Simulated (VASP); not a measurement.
Input of a VASP 6.6.1 run:

The input POSCAR:

```
GaF
1.0
    0.0000000000      2.8462400000      2.8462400000
    2.8462400000      0.0000000000      2.8462400000
    2.8462400000      2.8462400000      0.0000000000
Ga F
1 1
Direct
    0.2500000000      0.2500000000      0.2500000000
    0.0000000000      0.0000000000      0.0000000000
```

Contents of INCAR.step1:

```
ALGO     = Normal         # electronic algorithm
EDIFF    = 1E-5           # SCF threshold, eV
ENCUT    = 520            # plane-wave cutoff, eV
GGA      = PE             # functional
ISIF     = 2              # what is computed and relaxed
ISMEAR   = -1             # smearing method
LASPH    = True           # aspherical terms in the spheres
LCHARG   = False          # write CHGCAR
LREAL    = False          # projectors in reciprocal space
LWAVE    = True           # write WAVECAR
NBANDS   = 17             # bands
NELM     = 100            # most SCF steps
PREC     = Accurate       # precision mode
SIGMA    = 0.05           # smearing width, eV
```

File INCAR.step2:

```
AEXX     = 0.5            # exact-exchange fraction
ALGO     = Normal         # electronic algorithm
EDIFF    = 1E-6           # SCF threshold, eV
ENCUT    = 520            # plane-wave cutoff, eV
ISIF     = 2              # what is computed and relaxed
ISMEAR   = -1             # smearing method
ISTART   = 1            
LASPH    = True           # aspherical terms in the spheres
LCHARG   = False          # write CHGCAR
LHFCALC  = True           # exact exchange
LMIXTAU  = True         
LREAL    = False          # projectors in reciprocal space
LWAVE    = False          # write WAVECAR
METAGGA  = R2SCAN         # meta-GGA
NBANDS   = 17             # bands
NELM     = 100            # most SCF steps
PREC     = Accurate       # precision mode
PRECFOCK = Normal       
SIGMA    = 0.05           # smearing width, eV
```

File KPOINTS:

```
k-points
0
Gamma
  4 4 4
```

Potentials or basis: VASP PAW PBE potentials, release 64 (Ga_d, F).

The run is started by

```console
$ cat potpaw_PBE.64/Ga_d/POTCAR potpaw_PBE.64/F/POTCAR > POTCAR
$ cp INCAR.step1 INCAR
$ mpirun -np 1 vasp_std > vasp.out
$ cp INCAR.step2 INCAR
$ mpirun -np 1 vasp_std > vasp.out
```

Q: Predict the pressure.

A: -0.9 GPa.

Q: Estimate the band gap on the k mesh.

A: 5.49 eV.

Caveat: the k points lie up to 0.48 Å⁻¹ apart; the PAW data sets were made with another functional, which shifts forces and pressure a little. A k mesh can miss the band edges.
